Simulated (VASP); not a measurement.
Here is a VASP 6.6.1 calculation.

File INCAR:

```
SYSTEM = Ir
PREC = Accurate
ENCUT = 520
EDIFF = 1E-7
ISMEAR = -1
SIGMA = 0.06122561905347299
LREAL = .False.
LASPH = .True.
NELM = 60
ALGO = Normal
ISIF = 2
LWAVE = .False.
LCHARG = .True.
GGA = PE
LELF = .True.
LVHAR = .True.
NBANDS = 16
```

Contents of KPOINTS:

```
Automatic mesh
0
Gamma
  17 17 17
  0 0 0
```

The input POSCAR:

```
Ir
1.0
    0.0000000000      2.8221645270      2.8221645270
    2.8221645270      0.0000000000      2.8221645270
    2.8221645270      2.8221645270      0.0000000000
Ir
2
Direct
    0.0000000000      0.0000000000      0.0000000000
    0.2500000000      0.2500000000      0.2500000000
```

Potentials or basis: VASP PAW PBE potentials, release 64 (Ir).

Run with:

```bash
$ cat potpaw_PBE.64/Ir/POTCAR > POTCAR
$ mpirun -np 1 vasp_std > vasp.out
```

(1) Estimate the pressure.

(2) What does it give for the band gap on the k mesh?

## Answers

(1) -7.0 GPa.

(2) zero (bands 9 and 10 overlap by 1.50 eV).

Caveat: the cell stands under tension; spin-orbit coupling is left out, which moves the levels of the heavy elements.
